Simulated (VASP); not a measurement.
Set up this calculation in VASP 6.6.1, as the native input.

```yaml
Task: single point
Functional: PBE
Potentials_or_basis: VASP PAW PBE potentials, release 64 (Te, Sb, Ge_d)
Cutoff: 520 eV
k_mesh: 5 × 5 × 2
Occupations: fermi-dirac, width 0.05 eV
Spin: no spin polarisation
Dipole_correction: no
Further_INCAR_settings: ALGO = Normal; EDIFF = 1e-07; NBANDS = 44
```

The structure of Ge2Sb2Te5 lies in POSCAR:

```
Ge2Sb2Te5
1.0
    4.2940644248      0.0214703221      0.0000000000
   -2.1284383680      3.7080337163      0.0000000000
    0.0000000000      0.0000000000     17.1013460000
Te Sb Ge
5 2 2
Direct
    0.6666666667      0.3333333333      0.4198920000
    0.3333333333      0.6666666667      0.5801080000
    0.3333333333      0.6666666667      0.2015420000
    0.6666666667      0.3333333333      0.7984580000
    0.0000000000      0.0000000000      0.0000000000
    0.0000000000      0.0000000000      0.3200680000
    0.0000000000      0.0000000000      0.6799320000
    0.6666666667      0.3333333333      0.1028950000
    0.3333333333      0.6666666667      0.8971050000
```

The input as run:

INCAR

```
PREC = Accurate
ENCUT = 520
EDIFF = 1E-7
ISMEAR = -1
SIGMA = 0.05
LREAL = F
LASPH = T
NELM = 100
ALGO = Normal
ISIF = 2
LWAVE = F
LCHARG = F
GGA = PE
NBANDS = 44
```

KPOINTS

```
regular mesh
0
Gamma
  5 5 2
```

Potentials or basis: VASP PAW PBE potentials, release 64 (Te, Sb, Ge_d).

Launch:

```console
$ cat potpaw_PBE.64/Te/POTCAR potpaw_PBE.64/Sb/POTCAR potpaw_PBE.64/Ge_d/POTCAR > POTCAR
$ mpirun -np 1 vasp_std > vasp.out
```

It gave:

* Pressure: 0.3 GPa
* Largest force: 0.104 eV/Å
* Band gap on the k mesh: 0.23 eV, direct

Caveat: spin-orbit coupling is left out, which moves the levels of the heavy elements.

Run time: 12 min on 1 thread of Intel Xeon 6975P-C, with other jobs on the host, peak memory 0.53 GiB.
